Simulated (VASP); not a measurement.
Runs of VASP 6.6.1 on TiAl3. The typed cell holds 4 atoms: a = 2.812 Å, b = 4.642 Å, c = 4.935 Å, α = 90.24°, β = 90.75°, γ = 90.80°. 

| k mesh | gap on the mesh (eV) | pressure (GPa) | largest force (eV/Å) |
| --- | --- | --- | --- |
| 8 × 4 × 4 | none | 1.3 | 2.02 |
| 6 × 4 × 4 | none | 1.3 | 2.13 |
| 10 × 6 × 6 | none | 1.3 | 2.13 |
| 4 × 4 × 4 | none | 1.5 | 1.93 |
| 4 × 2 × 2 | none | 1.7 | 2.15 |
| 1 × 1 × 1 | none | (a) | 5.10 |
| 2 × 2 × 2 | none | -0.4 | 2.20 |

Alike in all rows: task single point; level r2SCAN; potentials or basis VASP PAW PBE potentials, release 64 (Ti_sv, Al); no spin polarisation; cell as given; cutoff (eV) 520; smearing gaussian 0.1 eV.

Q: Fill in the values left out.

A: (a) -8.1.

Caveats: some runs use coarse meshes; the PAW data sets were made with another functional, which shifts forces and pressure a little.

A gap of «none» marks levels without a gap at the run's occupations.
